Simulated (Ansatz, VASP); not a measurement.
# GaP4: VASP beside Ansatz

```
Ga P
1.0
     5.08285    0.00000    0.00000
     0.00000    5.08285    0.00000
     0.00000    0.00000    5.08285
Ga P
1 4
Cartesian
  0.0000 0.0000 0.0000
  1.7497 3.3331 3.3331
  3.3331 1.7497 3.3331
  3.3331 3.3331 1.7497
  1.7497 1.7497 1.7497
```

Change from the starting cell: species swapped into the SnI4 type (P-43m, No. 215).

Alike in both runs: functional PBE; k mesh 4 × 4 × 4; occupations gaussian, width 0.1 eV; no spin polarisation.

Ansatz relaxed the structure, and its values are those at the end. VASP's run is a single point on that final structure, the one shown.

|  | VASP | Ansatz |
| --- | --- | --- |
| version | VASP 6.6.1 | Ansatz 0.2.0 |
| potentials or method | VASP PAW PBE potentials, release 64 (Ga_d, P), cutoff 520 eV | scalar-relativistic, plane waves, PAW |
| valence electrons in the cell | 33 | 33 |

```csv
,VASP,Ansatz,Ansatz less VASP
gap on the k mesh at the Fermi level (eV),none,none,-
pressure (GPa),-0.2,0.0,+0.23
rms of the force components (eV/Å),0.078,0.021,-0.0565
```

A gap of «none» marks a metal or a gap that the smearing closes. With one functional, cell and mesh, what is left measures potentials, basis and numerics.
